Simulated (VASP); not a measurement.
# In16As15 (a cell with a defect) in VASP: single point with PBE

Aim: the single point of In16As15 (a cell with a defect) with PBE.

Program: VASP 6.6.1. These are calculated values, not measurements. Logs are shortened: lines on timing, memory, paths and dates and some standing lists are left out, and cuts for length are marked.

### Step 1. The cell of the first run

The cell holds a defect, 31 atoms: a = 10.715 Å, b = 10.715 Å, c = 10.715 Å, α = 109.47°, β = 109.47°, γ = 109.47°.

### Step 2. Single point, PBE (atoms taken out, then relaxed in part)

Input file INCAR:

```
ALGO = Normal
EDIFF = 1E-6
ENCUT = 400
GGA = PE
GGA_COMPAT = False
ISIF = 2
ISMEAR = 0
LASPH = True
LCHARG = True
LELF = True
LREAL = Auto
LVHAR = True
LWAVE = False
NBANDS = 162
NELM = 120
PREC = Accurate
SIGMA = 0.1
```

Input file KPOINTS:

```
k-points
0
Gamma
  3 3 3
```

Input file POSCAR:

```
In16As15
1.0
   -6.1863269466      6.1863269466     -6.1863269466
   -6.1863269466     -6.1863269466      6.1863269466
    6.1863269466      6.1863269466      6.1863269466
In As
16 15
Direct
    0.0000000000      0.2473628126      0.7498324638
    0.7475303488      0.5001675362      0.7501675362
    0.7526371874      0.2524696512      0.0026371874
    0.5001675362      0.7475303488      0.7501675362
    0.5001675362      0.5001675362     -0.0024696512
    0.4998324638      0.2473628126      0.2500000000
    0.2473628126      0.0000000000      0.7498324638
    0.2524696512      0.7526371874      0.0026371874
    0.2473628126      0.4998324638      0.2500000000
    0.2264678950      0.2264678950      0.4764678950
    0.0000000000      0.0000000000      0.0235321050
    0.0000000000      0.7735321050      0.2500000000
    0.0000000000      0.4998324638      0.4973628126
    0.7735321050      0.0000000000      0.2500000000
    0.7526371874      0.7526371874      0.5024696512
    0.4998324638      0.0000000000      0.4973628126
    0.7521766583      0.2462281456      0.2500000000
    0.7521766583      0.0000000000      0.4962281456
    0.5000000000      0.5000000000      0.2500000000
    0.4940514874      0.2478233417      0.4978233417
    0.5000000000      0.0000000000      0.7500000000
    0.2462281456      0.7521766583      0.2500000000
    0.2478233417      0.4940514874      0.4978233417
    0.2478233417      0.2478233417      0.7440514874
    0.2462281456      0.0000000000      0.0021766583
    0.0000000000      0.7521766583      0.4962281456
    0.0000000000      0.5000000000      0.7500000000
    0.0000000000      0.2462281456      0.0021766583
    0.7537718544      0.7537718544      0.7559485126
    0.7537718544      0.5059485126      0.0037718544
    0.5059485126      0.7537718544      0.0037718544
```

Potentials or basis: VASP PAW PBE potentials, release 64 (In_d, As).

Launch:

```console
$ cat potpaw_PBE.64/In_d/POTCAR potpaw_PBE.64/As/POTCAR > POTCAR
$ mpirun -np 1 vasp_std > vasp.out
```

OUTCAR:

```text
EDIFF = 1E-6
   ENCUT = 400
   GGA = PE
   ISIF = 2
   ISMEAR = 0
   LASPH = True
   LREAL = Auto
   NELM = 120
   PREC = Accurate

 ion  position               nearest neighbor table
   1  0.000  0.247  0.750-  24 2.68  18 2.68  27 2.71  28 2.71
   2  0.748  0.500  0.750-  29 2.68  30 2.68  27 2.71  20 2.71
   3  0.753  0.252  0.003-  17 2.68  28 2.68  21 2.71  30 2.71
   4  0.500  0.748  0.750-  29 2.68  31 2.68  21 2.71  23 2.71
   5  0.500  0.500  0.998-  30 2.68  31 2.68  19 2.71  24 2.71
   6  0.500  0.247  0.250-  20 2.68  25 2.68  19 2.71  17 2.71
   7  0.247  0.000  0.750-  24 2.68  26 2.68  21 2.71  25 2.71
   8  0.252  0.753  0.003-  22 2.68  25 2.68  27 2.71  31 2.71
   9  0.247  0.500  0.250-  23 2.68  28 2.68  19 2.71  22 2.71
  10  0.226  0.226  0.476-  20 2.72  23 2.72  24 2.72  11 3.96  14 3.96  12 3.96
  11  0.000  0.000  0.024-  25 2.72  28 2.72  29 2.72  10 3.96  12 3.96  14 3.96
  12  0.000  0.774  0.250-  22 2.72  26 2.72  30 2.72  14 3.96  11 3.96  10 3.96
  13  0.000  0.500  0.497-  23 2.68  17 2.68  27 2.71  26 2.71
  14  0.774  0.000  0.250-  17 2.72  18 2.72  31 2.72  12 3.96  11 3.96  10 3.96
  15  0.753  0.753  0.502-  18 2.68  26 2.68  19 2.71  29 2.71
  16  0.500  0.000  0.497-  20 2.68  22 2.68  21 2.71  18 2.71
  17  0.752  0.246  0.250-  13 2.68   3 2.68   6 2.71  14 2.72
  18  0.752  0.000  0.496-   1 2.68  15 2.68  16 2.71  14 2.72
  19  0.500  0.500  0.250-   6 2.71   9 2.71  15 2.71   5 2.71
  20  0.494  0.248  0.498-   6 2.68  16 2.68   2 2.71  10 2.72
[... 9 lines left out ...]
  30  0.754  0.506  0.004-   2 2.68   5 2.68   3 2.71  12 2.72
  31  0.506  0.754  0.004-   4 2.68   5 2.68   8 2.71  14 2.72

  LATTYP: Found a body centered cubic cell.
 ALAT       =    12.3726538932

  Lattice vectors:

 A1 = (  -6.1863269466,   6.1863269466,  -6.1863269466)
 A2 = (  -6.1863269466,  -6.1863269466,   6.1863269466)
 A3 = (   6.1863269466,   6.1863269466,   6.1863269466)

Analysis of symmetry for initial positions (statically):
=====================================================================
 Subroutine PRICEL returns:
 Original cell was already a primitive cell.

 Routine SETGRP: Setting up the symmetry group for a
 body centered cubic supercell.

 Subroutine GETGRP returns: Found 24 space group operations
 (whereof  6 operations were pure point group operations)
 out of a pool of 48 trial point group operations.

The static configuration has the point symmetry C_3v.
 The point group associated with its full space group is T_d .

Analysis of symmetry for dynamics (positions and initial velocities):
=====================================================================
 Subroutine PRICEL returns:
 Original cell was already a primitive cell.

 Routine SETGRP: Setting up the symmetry group for a
 body centered cubic supercell.

 Subroutine GETGRP returns: Found 24 space group operations
 (whereof  6 operations were pure point group operations)
 out of a pool of 48 trial point group operations.

The dynamic configuration has the point symmetry C_3v.
 The point group associated with its full space group is T_d .

 Subroutine INISYM returns: Found 24 space group operations
 (whereof  6 operations are pure point group operations),
 and found     1 'primitive' translations

----------------------------------------------------------------------------------------

                                     Primitive cell

  volume of cell :     947.0188

  direct lattice vectors                    reciprocal lattice vectors
    -6.186326947  6.186326947 -6.186326947    -0.080823404  0.080823404  0.000000000
    -6.186326947 -6.186326947  6.186326947    -0.080823404  0.000000000  0.080823404
     6.186326947  6.186326947  6.186326947     0.000000000  0.080823404  0.080823404

  length of vectors
    10.715032584 10.715032584 10.715032584     0.114301554  0.114301554  0.114301554

  position of ions in fractional coordinates (direct lattice)
     0.000000000  0.247362813  0.749832464
     0.747530349  0.500167536  0.750167536
     0.752637187  0.252469651  0.002637187
     0.500167536  0.747530349  0.750167536
     0.500167536  0.500167536  0.997530349
     0.499832464  0.247362813  0.250000000
[... 23 lines left out ...]
     0.753771854  0.505948513  0.003771854
     0.505948513  0.753771854  0.003771854

  ion indices of the primitive-cell ions
   primitive index   ion index
                 1           1
                 2           2
                 3           3
                 4           4
                 5           5
                 6           6
[... 23 lines left out ...]
                30          30
                31          31

----------------------------------------------------------------------------------------

 KPOINTS: k-points

Automatic generation of k-mesh.
 Grid dimensions read from file:
 generate k-points for:    3    3    3

 Generating k-lattice:

  Cartesian coordinates                     Fractional coordinates (reciprocal lattice)
    -0.026941135  0.026941135  0.000000000     0.333333333  0.000000000  0.000000000
    -0.026941135  0.000000000  0.026941135     0.000000000  0.333333333  0.000000000
     0.000000000  0.026941135  0.026941135     0.000000000  0.000000000  0.333333333

  Length of vectors
     0.038100518  0.038100518  0.038100518

  Shift w.r.t. Gamma in fractional coordinates (k-lattice)
     0.000000000  0.000000000  0.000000000

 Subroutine IBZKPT returns following result:
 ===========================================

 Found      4 irreducible k-points:

 Following reciprocal coordinates:
            Coordinates               Weight
  0.000000  0.000000  0.000000      1.000000
  0.333333  0.000000  0.000000     12.000000
  0.333333  0.333333  0.000000      8.000000
 -0.333333  0.333333  0.333333      6.000000
   k-points           NKPTS =      4   k-points in BZ     NKDIM =      4   number of bands    NBANDS=    162
   number of dos      NEDOS =    301   number of ions     NIONS =     31
   total plane-waves  NPLWV = 343000
   dimension x,y,z NGX =    70 NGY =   70 NGZ =   70
   dimension x,y,z NGXF=   140 NGYF=  140 NGZF=  140
   ions per type =              16  15
   NGX,Y,Z   is equivalent  to a cutoff of  10.86, 10.86, 10.86 a.u.
   NGXF,Y,Z  is equivalent  to a cutoff of  21.72, 21.72, 21.72 a.u.
 SYSTEM =  unknown system
   PREC   = accura    normal or accurate (medium, high low for compatibility)
   ISTART =      0    job   : 0-new  1-cont  2-samecut
   ICHARG =      2    charge: 1-file 2-atom 10-const
   ISPIN  =      1    spin polarized calculation?
   LNONCOLLINEAR =      F non collinear calculations
   LSORBIT =      F    spin-orbit coupling
   LASPH  =      T    aspherical Exc in radial PAW
   ENCUT  =  400.0 eV  29.40 Ry    5.42 a.u.  17.47 17.47 17.47*2*pi/ulx,y,z
   NELM   =    120;   NELMIN=  2; NELMDL= -5     # of ELM steps
   EDIFF  = 0.1E-05   stopping-criterion for ELM
   LREAL  =      T    real-space projection
   EDIFFG = 0.1E-04   stopping-criterion for IOM
   NSW    =      0    number of steps for IOM
   IBRION =     -1    ionic relax: 0-MD 1-quasi-New 2-CG
   NFREE  =      0    steps in history (QN), initial steepest desc. (CG)
   ISIF   =      2    stress and relaxation
   ISYM   =      2    0-nonsym 1-usesym 2-fastsym
   POTIM  = 0.5000    time-step for ionic-motion
   TEBEG  =    0.0;   TEEND  =   0.0 temperature during run
   PSTRESS=    0.0 pullay stress
   NELECT =     283.0000    total number of electrons
   NUPDOWN=      -1.0000    fix difference up-down
   EMIN   =  10.00;   EMAX   =-10.00  energy-range for DOS
   EFERMI =   0.00;   METHOD = LEGACY
   ISMEAR =     0;   SIGMA  =   0.10  broadening in eV -4-tet -1-fermi 0-gaus
   EFERMI_NEDOS =   21; number of points for ismear=-14 and -15
   IALGO  =     38    algorithm
   IMIX   =      4    mixing-type and parameters
     AMIX     =   0.40;   BMIX     =  1.00
     AMIX_MAG =   1.60;   BMIX_MAG =  1.00
  volume/ion in A,a.u.               =      30.55       206.15
  Fermi-wavevector in a.u.,A,eV,Ry     =   1.094504  2.068313 16.298956  1.197940
  Thomas-Fermi vector in A             =   2.230810
   LORBIT       =      0    0 simple, 1 ext, 2 COOP (PROOUT), +10 PAW based schemes
   GGA     = PE    functional components
   LHFCALC =     F    Hartree Fock is set to
   AEXX    =    0.0000 exact exchange contribution
   IVDW    =     0    specifies the selected vdW correction
   LEPSILON=     F    determine dielectric tensor
   LRPA    =     F    only Hartree local field effects (RPA)
 non-spin polarized calculation
 Gauss-broadening in eV      SIGMA  =   0.10
  energy-cutoff  :      400.00
  volume of cell :      947.02
 maximum number of plane-waves:     17309
 NGX is ok and might be reduce to    70
   NGX = 35   NGY = 35   NGZ = 35

 number of electron     283.0000074 magnetization

 Free energy of the ion-electron system (eV)
  ---------------------------------------------------
  ext. energy  EPLUGINS =         0.00000000
  ---------------------------------------------------
  free energy    TOTEN  =      -116.31744392 eV

  energy without entropy =     -116.28258190  energy(sigma->0) =     -116.30001291

 E-fermi :   4.0764     XC(G=0):  -8.7059

 val. band max:        4.0467819968   @ k =  -0.3333   0.3333   0.3333
 cond. band min:       4.2603806357   @ k =   0.3333   0.3333   0.0000
 fundamental gap:      0.2135986389
 Fermi energy:         4.0764027723

 k-point     1 :       0.0000    0.0000    0.0000
  band No.  band energies     occupation
      1     -10.7543      2.00000
      2     -10.7543      2.00000
      3     -10.7135      2.00000
      4     -10.7135      2.00000
      5     -10.7135      2.00000
      6     -10.7081      2.00000
[... 145 lines left out ...]
    152       6.0499      0.00000
    153       6.0499      0.00000

 k-point     2 :       0.3333    0.0000    0.0000
  band No.  band energies     occupation
      1     -10.7452      2.00000
      2     -10.7445      2.00000
      3     -10.7229      2.00000
      4     -10.7187      2.00000
      5     -10.7178      2.00000
      6     -10.7158      2.00000
[... 145 lines left out ...]
    152       5.9411      0.00000
    153       5.9972      0.00000

 k-point     3 :       0.3333    0.3333    0.0000
  band No.  band energies     occupation
      1     -10.7370      2.00000
      2     -10.7370      2.00000
      3     -10.7257      2.00000
      4     -10.7238      2.00000
      5     -10.7238      2.00000
      6     -10.7174      2.00000
[... 145 lines left out ...]
    152       5.9781      0.00000
    153       5.9781      0.00000

 k-point     4 :      -0.3333    0.3333    0.3333
  band No.  band energies     occupation
      1     -10.7389      2.00000
      2     -10.7374      2.00000
      3     -10.7253      2.00000
      4     -10.7253      2.00000
      5     -10.7239      2.00000
      6     -10.7158      2.00000
[... 145 lines left out ...]
    152       6.2911      0.00000
    153       6.3902      0.00000
 [bands above 153 left out]

------------------------ aborting loop because EDIFF is reached ----------------------------------------

  FORCE on cell =-STRESS in cart. coord.  units (eV):
  Direction    XX          YY          ZZ          XY          YZ          ZX
  --------------------------------------------------------------------------------------
  -------------------------------------------------------------------------------------
  Total       -4.7486701     -4.7486701     -4.7486701     -0.0000000      0.0000000     -0.0000000
  in kB       -8.0338550     -8.0338550     -8.0338550     -0.0000000      0.0000000     -0.0000000
  external PRESSURE =      -8.0338550 kB  Pullay stress =       0.0000000 kB

 VOLUME and BASIS-vectors are now :
 -----------------------------------------------------------------------------
  energy-cutoff  :      400.00
  volume of cell :      947.02
      direct lattice vectors                 reciprocal lattice vectors
    -6.186326947  6.186326947 -6.186326947    -0.080823404  0.080823404  0.000000000
    -6.186326947 -6.186326947  6.186326947    -0.080823404  0.000000000  0.080823404
     6.186326947  6.186326947  6.186326947     0.000000000  0.080823404  0.080823404

 POSITION                                       TOTAL-FORCE (eV/Angst)
 -----------------------------------------------------------------------------------
      3.10844      3.10844      6.16898        -0.017379     -0.017379      0.016339
     -3.07789      6.17105      3.11051        -0.017379      0.017379     -0.016339
     -6.20161      3.11051     -3.07789         0.017379     -0.016339     -0.017379
     -3.07789      3.11051      6.17105        -0.017379     -0.016339      0.017379
     -0.01735      6.17105      6.17105         0.016339      0.017379      0.017379
     -3.07581      3.10844     -0.01528        -0.016339     -0.017379      0.017379
[... 23 lines left out ...]
     -7.76971      1.55645     -1.50978        -0.007539     -0.012776      0.007539
     -7.76971     -1.50978      1.55645        -0.007539      0.007539     -0.012776
 -----------------------------------------------------------------------------------
    total drift:                               -0.000054      0.000034      0.000034

  FREE ENERGIE OF THE ION-ELECTRON SYSTEM (eV)
  ---------------------------------------------------
  free  energy   TOTEN  =      -116.3174439240 eV

  energy  without entropy=     -116.2825819016  energy(sigma->0) =     -116.30001291
```

It took 33 min on 1 thread of AMD EPYC, shared host; peak memory 0.79 GiB.

What came out:

| Item | Value |
| --- | --- |
| Free energy | -116.3174 eV |
| Pressure | -0.8 GPa |
| Largest force | 0.030 eV/Å |
| Band gap on the k mesh | zero (an odd number of electrons rules out a gap without spin polarisation) |

Forces on the atoms (eV/Å):
```
In  -0.017 -0.017  0.016
In  -0.017  0.017 -0.016
In   0.017 -0.016 -0.017
In  -0.017 -0.016  0.017
In   0.016  0.017  0.017
In  -0.016 -0.017  0.017
In  -0.017  0.016 -0.017
In   0.017 -0.017 -0.016
In  -0.016  0.017 -0.017
In  -0.004  0.004  0.004
In  -0.004 -0.004 -0.004
In   0.004  0.004 -0.004
In   0.017  0.017  0.016
In   0.004 -0.004  0.004
In   0.016 -0.017 -0.017
In   0.017  0.016  0.017
As  -0.013  0.008 -0.008
As  -0.008  0.013 -0.008
As   0.000  0.000  0.000
As   0.008 -0.008 -0.013
As   0.000  0.000  0.000
As  -0.013 -0.008  0.008
As   0.008 -0.013 -0.008
As   0.013 -0.008 -0.008
As   0.008  0.013  0.008
As  -0.008 -0.008  0.013
As   0.000  0.000  0.000
As   0.008  0.008  0.013
As   0.013  0.008  0.008
As  -0.008 -0.013  0.008
As  -0.008  0.008 -0.013
```

Levels at points of the mesh, in eV from the Fermi level:
```csv
k point,band 140,band 141,band 142,band 143,band 144,band 145
"(0.00, 0.00, 0.00)",-0.66,-0.66,-0.06,0.66,0.66,0.66
```

Caveat: the cell differs from its parent crystal (atoms taken out, then relaxed in part); spin-orbit coupling is left out, which moves the levels of the heavy elements.

The gap in the log of VASP goes by the Fermi energy; the results here count the filled bands.